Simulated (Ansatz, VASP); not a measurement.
# Two plane-wave programs on AlRu

INCAR

```
  ALGO = Normal
  EDIFF = 1E-6
  ENCUT = 520
  GGA = PE
  ISIF = 2
  ISMEAR = 0
  LASPH = T
  LCHARG = F
  LREAL = F
  LWAVE = F
  NBANDS = 25
  NELM = 100
  PREC = Accurate
  SIGMA = 0.1
```

File KPOINTS:

```
k-points
0
Gamma
  6 6 4
```

POSCAR

```
AlRu
1.0
    2.0100789300     -3.5609359200      0.0000000000
    2.0100789300      3.5609359200      0.0000000000
    0.0000000000      0.0000000000      4.4200941200
Al Ru
2 2
Direct
    0.3545928300      0.6454071700      0.5000000000
    0.6454071700      0.3545928300      0.5000000000
    0.5000000000      0.5000000000      0.0000000000
    0.0000000000      0.0000000000      0.5000000000
```

Input for Ansatz:

```yaml
crystal:
  lattice:
    - [2.01007893, -3.56093592, 0.0]
    - [2.01007893, 3.56093592, 0.0]
    - [0.0, 0.0, 4.42009412]
  atoms:
    - { symbol: Al, position: [0.35459283, 0.64540717, 0.5] }
    - { symbol: Al, position: [0.64540717, 0.35459283, 0.5] }
    - { symbol: Ru, position: [0.5, 0.5, 0.0] }
    - { symbol: Ru, position: [0.0, 0.0, 0.5] }
basis:
  ecutwfc: 420
kpoints:
  mp_grid: { grid: [6, 6, 4] }
hamiltonian:
  xc: pbe
scf:
  occupations: { method: gaussian, width: 0.1 }
  lower_state_search: "off"
output:
  forces: true
  stress: true
  eigenvalues: true
```

Alike in both runs: task single point; functional PBE; k mesh 6 × 6 × 4; occupations gaussian, width 0.1 eV; no spin polarisation.

```csv
,VASP,Ansatz
version,VASP 6.6.1,Ansatz 0.2.0
potentials or method,"VASP PAW PBE potentials, release 64 (Al, Ru_pv), cutoff 520 eV","scalar-relativistic, plane waves, PAW"
valence electrons in the cell,34,38
```

|  | VASP | Ansatz | Ansatz less VASP |
| --- | --- | --- | --- |
| gap on the k mesh at the Fermi level (eV) | none | none | - |
| rms of the force components (eV/Å) | 2.929 | 2.925 | -0.0045 |

Atom by atom the forces differ by 0.005 eV/Å (rms over components). A gap of «none» marks a metal or a gap that the smearing closes. With one functional, cell and mesh, what is left measures potentials, basis and numerics. VASP's potentials hold 34 valence electrons a cell and Ansatz's 38, so a difference there can come from the potentials and not from the codes.
